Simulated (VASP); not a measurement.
# SrTiO3 (P4mm) in VASP: further runs

SrTiO3 is run at these levels: PBE; tasks: single point.

Everything below comes from runs of VASP 6.6.1. Logs are shortened: lines on timing, memory, paths and dates and some standing lists are left out, and cuts for length are marked.

## Step 1: The cell of the first run

It takes space group P4mm (No. 99, tetragonal). Conventional cell: a = 3.936 Å, b = 3.936 Å, c = 3.936 Å, α = 90.00°, β = 90.00°, γ = 90.00°. Within 3.7 Å of Sr (site symmetry 4mm) lie 12 O at 2.77 to 2.80 Å and 8 Ti at 3.32 to 3.50 Å. Ti (site symmetry 4mm) has 6 O at 1.77 to 2.17 Å within 2.4 Å. O (site symmetry 4mm) has 2 Ti at 1.77 to 2.17 Å within 2.4 Å. O (site symmetry 2mm) has 2 Ti at 1.98 Å within 2.6 Å.

## Step 2: Single point, PBE (atoms displaced along several vibrational modes)

File INCAR:

```
PREC     = Accurate       # precision mode
ENCUT    = 520            # plane-wave cutoff, eV
EDIFF    = 1E-7           # SCF threshold, eV
ISMEAR   = 0              # smearing method
SIGMA    = 0.05           # smearing width, eV
LREAL    = False          # projectors in reciprocal space
LASPH    = True           # aspherical terms in the spheres
NELM     = 60             # most SCF steps
ALGO     = Normal         # electronic algorithm
ISIF     = 2              # what is computed and relaxed
LWAVE    = False          # write WAVECAR
LCHARG   = True           # write CHGCAR
GGA      = PE             # functional
LELF     = True           # ELF
LVHAR    = True         
NBANDS   = 28             # bands
```

File KPOINTS:

```
regular mesh
0
Gamma
  8 8 8
```

File POSCAR:

```
SrTiO3
1.0
    3.9364094381      0.0000000000      0.0000000000
    0.0000000000      3.9364094381      0.0000000000
    0.0000000000      0.0000000000      3.9364094381
Sr Ti O
1 1 3
Direct
   -0.0085729158      0.0000000000      0.0000000000
    0.5307672386      0.5000000000      0.5000000000
   -0.0193055657      0.5000000000      0.5000000000
    0.4871021068      0.0000000000      0.5000000000
    0.4871021068      0.5000000000      0.0000000000
```

Potentials or basis: VASP PAW PBE potentials, release 64 (Sr_sv, Ti_sv, O).

On the command line:

```bash
$ cat potpaw_PBE.64/Sr_sv/POTCAR potpaw_PBE.64/Ti_sv/POTCAR potpaw_PBE.64/O/POTCAR > POTCAR
$ mpirun -np 1 vasp_std > vasp.out
```

OUTCAR:

```text
PREC = Accurate
   ENCUT = 520
   EDIFF = 1E-7
   ISMEAR = 0
   LREAL = False
   LASPH = True
   NELM = 60
   ISIF = 2
   GGA = PE

 ion  position               nearest neighbor table
   1  0.991  0.000  0.000-   4 2.77   5 2.77   4 2.77   5 2.77   3 2.78   3 2.78   3 2.78   3 2.78
                             4 2.80   5 2.80   4 2.80   5 2.80   2 3.32   2 3.32   2 3.32   2 3.32
   2  0.531  0.500  0.500-   3 1.77   4 1.98   5 1.98   5 1.98   4 1.98   3 2.17   1 3.32   1 3.32
                             1 3.32   1 3.32   1 3.50   1 3.50   1 3.50   1 3.50
   3  0.981  0.500  0.500-   2 1.77   2 2.17   1 2.78   1 2.78   1 2.78   1 2.78
   4  0.487  0.000  0.500-   2 1.98   2 1.98   1 2.77   1 2.77   1 2.80   1 2.80
   5  0.487  0.500  0.000-   2 1.98   2 1.98   1 2.77   1 2.77   1 2.80   1 2.80

  LATTYP: Found a simple cubic cell.
 ALAT       =     3.9364094381

  Lattice vectors:

 A1 = (   3.9364094381,   0.0000000000,   0.0000000000)
 A2 = (   0.0000000000,   3.9364094381,   0.0000000000)
 A3 = (   0.0000000000,   0.0000000000,   3.9364094381)

Analysis of symmetry for initial positions (statically):
=====================================================================
 Subroutine PRICEL returns:
 Original cell was already a primitive cell.

 Routine SETGRP: Setting up the symmetry group for a
 simple cubic supercell.

 Subroutine GETGRP returns: Found  8 space group operations
 (whereof  8 operations were pure point group operations)
 out of a pool of 48 trial point group operations.

The static configuration has the point symmetry C_4v.

Analysis of symmetry for dynamics (positions and initial velocities):
=====================================================================
 Subroutine PRICEL returns:
 Original cell was already a primitive cell.

 Routine SETGRP: Setting up the symmetry group for a
 simple cubic supercell.

 Subroutine GETGRP returns: Found  8 space group operations
 (whereof  8 operations were pure point group operations)
 out of a pool of 48 trial point group operations.

The dynamic configuration has the point symmetry C_4v.

 Subroutine INISYM returns: Found  8 space group operations
 (whereof  8 operations are pure point group operations),
 and found     1 'primitive' translations

----------------------------------------------------------------------------------------

                                     Primitive cell

  volume of cell :      60.9959

  direct lattice vectors                    reciprocal lattice vectors
     3.936409438  0.000000000  0.000000000     0.254038615  0.000000000  0.000000000
     0.000000000  3.936409438  0.000000000     0.000000000  0.254038615  0.000000000
     0.000000000  0.000000000  3.936409438     0.000000000  0.000000000  0.254038615

  length of vectors
     3.936409438  3.936409438  3.936409438     0.254038615  0.254038615  0.254038615

  position of ions in fractional coordinates (direct lattice)
     0.991427084  0.000000000  0.000000000
     0.530767239  0.500000000  0.500000000
     0.980694434  0.500000000  0.500000000
     0.487102107  0.000000000  0.500000000
     0.487102107  0.500000000  0.000000000

  ion indices of the primitive-cell ions
   primitive index   ion index
                 1           1
                 2           2
                 3           3
                 4           4
                 5           5

----------------------------------------------------------------------------------------

 KPOINTS: regular mesh

Automatic generation of k-mesh.
 Grid dimensions read from file:
 generate k-points for:    8    8    8

 Generating k-lattice:

  Cartesian coordinates                     Fractional coordinates (reciprocal lattice)
     0.031754827  0.000000000  0.000000000     0.125000000  0.000000000  0.000000000
     0.000000000  0.031754827  0.000000000     0.000000000  0.125000000  0.000000000
     0.000000000  0.000000000  0.031754827     0.000000000  0.000000000  0.125000000

  Length of vectors
     0.031754827  0.031754827  0.031754827

  Shift w.r.t. Gamma in fractional coordinates (k-lattice)
     0.000000000  0.000000000  0.000000000

 Subroutine IBZKPT returns following result:
 ===========================================

 Found     75 irreducible k-points:

 Following reciprocal coordinates:
            Coordinates               Weight
  0.000000  0.000000  0.000000      1.000000
  0.125000  0.000000  0.000000      2.000000
  0.000000  0.125000  0.000000      4.000000
  0.250000  0.000000  0.000000      2.000000
  0.000000  0.250000  0.000000      4.000000
  0.375000  0.000000  0.000000      2.000000
[... 16 lines left out ...]
  0.375000  0.250000  0.000000      8.000000
  0.000000  0.375000  0.250000      8.000000
 [... further k-points ...]
   k-points           NKPTS =     75   k-points in BZ     NKDIM =     75   number of bands    NBANDS=     28
   number of dos      NEDOS =    301   number of ions     NIONS =      5
   total plane-waves  NPLWV =  27000
   dimension x,y,z NGX =    30 NGY =   30 NGZ =   30
   dimension x,y,z NGXF=    60 NGYF=   60 NGZF=   60
   ions per type =               1   1   3
   NGX,Y,Z   is equivalent  to a cutoff of  12.67, 12.67, 12.67 a.u.
   NGXF,Y,Z  is equivalent  to a cutoff of  25.34, 25.34, 25.34 a.u.
 SYSTEM =  unknown system
   PREC   = accura    normal or accurate (medium, high low for compatibility)
   ISTART =      0    job   : 0-new  1-cont  2-samecut
   ICHARG =      2    charge: 1-file 2-atom 10-const
   ISPIN  =      1    spin polarized calculation?
   LNONCOLLINEAR =      F non collinear calculations
   LSORBIT =      F    spin-orbit coupling
   LASPH  =      T    aspherical Exc in radial PAW
   ENCUT  =  520.0 eV  38.22 Ry    6.18 a.u.   7.32  7.32  7.32*2*pi/ulx,y,z
   NELM   =     60;   NELMIN=  2; NELMDL= -5     # of ELM steps
   EDIFF  = 0.1E-06   stopping-criterion for ELM
   LREAL  =      F    real-space projection
   EDIFFG = 0.1E-05   stopping-criterion for IOM
   NSW    =      0    number of steps for IOM
   IBRION =     -1    ionic relax: 0-MD 1-quasi-New 2-CG
   NFREE  =      0    steps in history (QN), initial steepest desc. (CG)
   ISIF   =      2    stress and relaxation
   ISYM   =      2    0-nonsym 1-usesym 2-fastsym
   POTIM  = 0.5000    time-step for ionic-motion
   TEBEG  =    0.0;   TEEND  =   0.0 temperature during run
   PSTRESS=    0.0 pullay stress
   NELECT =      40.0000    total number of electrons
   NUPDOWN=      -1.0000    fix difference up-down
   EMIN   =  10.00;   EMAX   =-10.00  energy-range for DOS
   EFERMI =   0.00;   METHOD = LEGACY
   ISMEAR =     0;   SIGMA  =   0.05  broadening in eV -4-tet -1-fermi 0-gaus
   EFERMI_NEDOS =   21; number of points for ismear=-14 and -15
   IALGO  =     38    algorithm
   IMIX   =      4    mixing-type and parameters
     AMIX     =   0.40;   BMIX     =  1.00
     AMIX_MAG =   1.60;   BMIX_MAG =  1.00
  volume/ion in A,a.u.               =      12.20        82.32
  Fermi-wavevector in a.u.,A,eV,Ry     =   1.422311  2.687778 27.524158  2.022969
  Thomas-Fermi vector in A             =   2.543028
   LORBIT       =      0    0 simple, 1 ext, 2 COOP (PROOUT), +10 PAW based schemes
   GGA     = PE    functional components
   LHFCALC =     F    Hartree Fock is set to
   AEXX    =    0.0000 exact exchange contribution
   IVDW    =     0    specifies the selected vdW correction
   LEPSILON=     F    determine dielectric tensor
   LRPA    =     F    only Hartree local field effects (RPA)
 non-spin polarized calculation
 Gauss-broadening in eV      SIGMA  =   0.05
  energy-cutoff  :      520.00
  volume of cell :       61.00
 maximum number of plane-waves:      1671
 NGX is ok and might be reduce to    30
   NGX = 15   NGY = 15   NGZ = 15

 number of electron      39.9999993 magnetization

 Free energy of the ion-electron system (eV)
  ---------------------------------------------------
  ext. energy  EPLUGINS =         0.00000000
  ---------------------------------------------------
  free energy    TOTEN  =       -40.03305024 eV

  energy without entropy =      -40.03305024  energy(sigma->0) =      -40.03305024

 E-fermi :   4.3854     XC(G=0): -11.1311

 val. band max:        4.0708906250   @ k =   0.5000   0.5000   0.5000
 cond. band min:       5.9437384749   @ k =   0.0000   0.0000   0.0000
 fundamental gap:      1.8728478499
 Fermi energy:         4.3854360749

 k-point     1 :       0.0000    0.0000    0.0000
  band No.  band energies     occupation
      1     -52.3618      2.00000
      2     -28.9440      2.00000
      3     -28.7211      2.00000
      4     -28.5892      2.00000
      5     -28.5892      2.00000
      6     -13.3813      2.00000
[... 20 lines left out ...]
     27       9.3392      0.00000
     28       9.9342      0.00000

 k-point     2 :       0.1250    0.0000    0.0000
  band No.  band energies     occupation
      1     -52.3617      2.00000
      2     -28.9486      2.00000
      3     -28.7232      2.00000
      4     -28.5888      2.00000
      5     -28.5888      2.00000
      6     -13.3613      2.00000
[... 20 lines left out ...]
     27       9.5885      0.00000
     28      10.3388      0.00000

 k-point     3 :       0.0000    0.1250    0.0000
  band No.  band energies     occupation
      1     -52.3617      2.00000
      2     -28.9452      2.00000
      3     -28.7215      2.00000
      4     -28.5935      2.00000
      5     -28.5889      2.00000
      6     -13.4006      2.00000
[... 20 lines left out ...]
     27       9.5996      0.00000
     28      10.2875      0.00000

 k-point     4 :       0.2500    0.0000    0.0000
  band No.  band energies     occupation
      1     -52.3612      2.00000
      2     -28.9607      2.00000
      3     -28.7268      2.00000
      4     -28.5879      2.00000
      5     -28.5879      2.00000
      6     -13.3742      2.00000
[... 578 lines left out ...]
     27      11.0695      0.00000
     28      11.6984      0.00000

 k-point    23 :       0.3750    0.2500    0.0000
  band No.  band energies     occupation
      1     -52.3600      2.00000
      2     -28.9474      2.00000
      3     -28.7506      2.00000
      4     -28.6146      2.00000
      5     -28.5857      2.00000
      6     -13.1988      2.00000
[... 20 lines left out ...]
     27      11.8511      0.00000
     28      12.2418      0.00000

 k-point    24 :       0.0000    0.3750    0.2500
  band No.  band energies     occupation
      1     -52.3600      2.00000
      2     -28.9334      2.00000
      3     -28.7213      2.00000
      4     -28.6293      2.00000
      5     -28.6128      2.00000
      6     -13.3477      2.00000
[... 20 lines left out ...]
     27      11.8218      0.00000
     28      12.1110      0.00000

 [... further k-points ...]

------------------------ aborting loop because EDIFF is reached ----------------------------------------

  FORCE on cell =-STRESS in cart. coord.  units (eV):
  Direction    XX          YY          ZZ          XY          YZ          ZX
  --------------------------------------------------------------------------------------
  -------------------------------------------------------------------------------------
  Total        2.8929662      0.4410898      0.4410898      0.0000000      0.0000000      0.0000000
  in kB       75.9894232     11.5860879     11.5860879      0.0000000      0.0000000      0.0000000
  external PRESSURE =      33.0538663 kB  Pullay stress =       0.0000000 kB

 VOLUME and BASIS-vectors are now :
 -----------------------------------------------------------------------------
  energy-cutoff  :      520.00
  volume of cell :       61.00
      direct lattice vectors                 reciprocal lattice vectors
     3.936409438  0.000000000  0.000000000     0.254038615  0.000000000  0.000000000
     0.000000000  3.936409438  0.000000000     0.000000000  0.254038615  0.000000000
     0.000000000  0.000000000  3.936409438     0.000000000  0.000000000  0.254038615

 POSITION                                       TOTAL-FORCE (eV/Angst)
 -----------------------------------------------------------------------------------
      3.90266      0.00000      0.00000         0.423205     -0.000000      0.000000
      2.08932      1.96820      1.96820        -1.428206     -0.000000     -0.000000
      3.86041      1.96820      1.96820         1.020607     -0.000000      0.000000
      1.91743      0.00000      1.96820        -0.007803      0.000000     -0.000000
      1.91743      1.96820      0.00000        -0.007803     -0.000000      0.000000
 -----------------------------------------------------------------------------------
    total drift:                               -0.000169      0.000000     -0.000001

  FREE ENERGIE OF THE ION-ELECTRON SYSTEM (eV)
  ---------------------------------------------------
  free  energy   TOTEN  =       -40.0330502407 eV

  energy  without entropy=      -40.0330502407  energy(sigma->0) =      -40.03305024
```

Run time: 5 min. Hardware: 1 thread of Intel Xeon 8259CL, shared host; peak memory 0.26 GiB.

Results:

| Item | Value |
| --- | --- |
| Free energy | -40.0331 eV |
| Pressure | 3.3 GPa |
| Largest force | 1.428 eV/Å |
| Band gap on the k mesh | 1.87 eV (least direct gap 2.49 eV) |

Forces on the atoms (eV/Å):
```
Sr   0.423  0.000  0.000
Ti  -1.428  0.000  0.000
O    1.021  0.000  0.000
O   -0.008  0.000  0.000
O   -0.008  0.000  0.000
```

Caveat: the cell differs from its parent crystal (atoms displaced along several vibrational modes); the stress differs along the axes, from 1 to 8 GPa; forces of over 1 eV/Å act on the atoms, so gaps and moduli don't describe the material at rest. A k mesh can miss the band edges.

## Step 3: Single point, PBE (atoms displaced along several vibrational modes)

File INCAR:

```
  PREC = Accurate
  ENCUT = 520
  EDIFF = 1E-6
  ISMEAR = 0
  SIGMA = 0.05
  LREAL = False
  LASPH = True
  NELM = 60
  ALGO = Normal
  ISIF = 2
  LWAVE = False
  LCHARG = False
  GGA = PE
  NBANDS = 28
```

KPOINTS is that of step 2.

File POSCAR:

```
SrTiO3
1.0
    3.9364094381      0.0000000000      0.0000000000
    0.0000000000      3.9364094381      0.0000000000
    0.0000000000      0.0000000000      3.9364094381
Sr Ti O
1 1 3
Direct
    0.0633703418      0.0000000000      0.0000000000
    0.4429714934      0.5000000000      0.5000000000
   -0.0497984137      0.5000000000      0.5000000000
    0.4366835113      0.0000000000      0.5000000000
    0.4366835113      0.5000000000      0.0000000000
```

Potentials or basis: VASP PAW PBE potentials, release 64 (Sr_sv, Ti_sv, O).

On the command line:

```bash
$ cat potpaw_PBE.64/Sr_sv/POTCAR potpaw_PBE.64/Ti_sv/POTCAR potpaw_PBE.64/O/POTCAR > POTCAR
$ mpirun -np 1 vasp_std > vasp.out
```

Wall time 4.1 min (1 thread of Intel Xeon 8259CL, shared host); peak memory 0.26 GiB.

It converged, with:

```yaml
Free_energy: -39.6529 eV
Pressure: 6.3 GPa
Largest_force: 2.151 eV/Å
Band_gap_on_the_k_mesh: 1.62 eV (least direct gap 2.05 eV)
```

Forces in eV/Å, atoms in the order of the input:
```
Sr  -2.151  0.000  0.000
Ti   1.198  0.000  0.000
O   -0.001  0.000  0.000
O    0.477  0.000  0.000
O    0.477  0.000  0.000
```

Stress tensor (GPa, compression positive):
```
5.22 0.00 0.00
0.00 6.91 0.00
0.00 0.00 6.91
```

Levels at points of the mesh, in eV from the valence-band top:
```tsv
k point	band 17	band 18	band 19	band 20	band 21	band 22	band 23	band 24
(0.00, 0.00, 0.00)	-1.35	-0.44	-0.44	-0.43	1.62	1.87	1.87	4.06
(0.50, 0.00, 0.00)	-2.24	-2.04	-0.91	-0.91	1.75	3.65	3.65	4.07
(0.00, 0.50, 0.00)	-2.38	-1.44	-0.70	-0.69	1.93	3.49	3.56	4.11
(0.50, 0.50, 0.00)	-1.84	-1.69	-1.52	0.00	3.51	3.67	4.12	5.02
(0.00, 0.50, 0.50)	-1.67	-1.49	-1.49	-0.53	3.61	3.61	4.02	5.06
(0.50, 0.50, 0.50)	-3.58	-0.46	-0.04	-0.04	4.22	4.25	4.25	7.17
```

Caveat: the cell differs from its parent crystal (atoms displaced along several vibrational modes); the cell stands under pressure; forces of over 1 eV/Å act on the atoms, so gaps and moduli don't describe the material at rest. A k mesh can miss the band edges.

(Continued in part 2 of 2.)
